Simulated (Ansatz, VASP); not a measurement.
## Two plane-wave programs on TePb

INCAR

```
SYSTEM = TePb
PREC = Accurate
ENCUT = 500
EDIFF = 1E-6
ISMEAR = 0
SIGMA = 0.1
LREAL = .False.
LASPH = .True.
NELM = 120
ALGO = Normal
ISIF = 2
LWAVE = .False.
LCHARG = .True.
GGA = PE
LELF = .True.
LVHAR = .True.
NBANDS = 17
GGA_COMPAT = .False.
```

The input KPOINTS:

```
Automatic mesh
0
Gamma
  2 2 2
  0 0 0
```

The input POSCAR:

```
TePb
1.0
    0.0000000000      3.1201352332      3.1201352332
    3.1201352332      0.0000000000      3.1201352332
    3.1201352332      3.1201352332      0.0000000000
Te Pb
1 1
Direct
    0.0000000000      0.0000000000      0.0000000000
    0.5000000000      0.5000000000      0.5000000000
```

Input for Ansatz:

```yaml
crystal:
  lattice:
    - [0.0, 3.1201352332, 3.1201352332]
    - [3.1201352332, 0.0, 3.1201352332]
    - [3.1201352332, 3.1201352332, 0.0]
  atoms:
    - { symbol: Te, position: [0.0, 0.0, 0.0] }
    - { symbol: Pb, position: [0.5, 0.5, 0.5] }
basis:
  ecutwfc: 420
kpoints:
  mp_grid: { grid: [2, 2, 2] }
hamiltonian:
  xc: pbe
scf:
  occupations: { method: gaussian, width: 0.1 }
  max_iter: 100
output:
  forces: true
  stress: true
  eigenvalues: true
```

Alike in both runs: task single point; functional PBE; k mesh 2 × 2 × 2; occupations gaussian, width 0.1 eV; no spin polarisation.

```csv
,VASP,Ansatz
version,VASP 6.6.1,Ansatz 0.2.0
potentials or method,"VASP PAW PBE potentials, release 64 (Te, Pb_d), cutoff 500 eV","scalar-relativistic, plane waves, PAW"
valence electrons in the cell,20,30
```

```tsv
	VASP	Ansatz	Ansatz less VASP
gap on the k mesh at the Fermi level (eV)	0.39	0.39	-0.005
least direct gap on the mesh (eV)	0.39	0.39	-0.005
pressure (GPa)	18.3	18.3	+0.01
```

VASP's potentials hold 20 valence electrons a cell and Ansatz's 30, so a difference there can come from the potentials and not from the codes.

The k mesh is coarse, so the values compare programs but aren't converged. Neither program's run includes spin-orbit coupling.
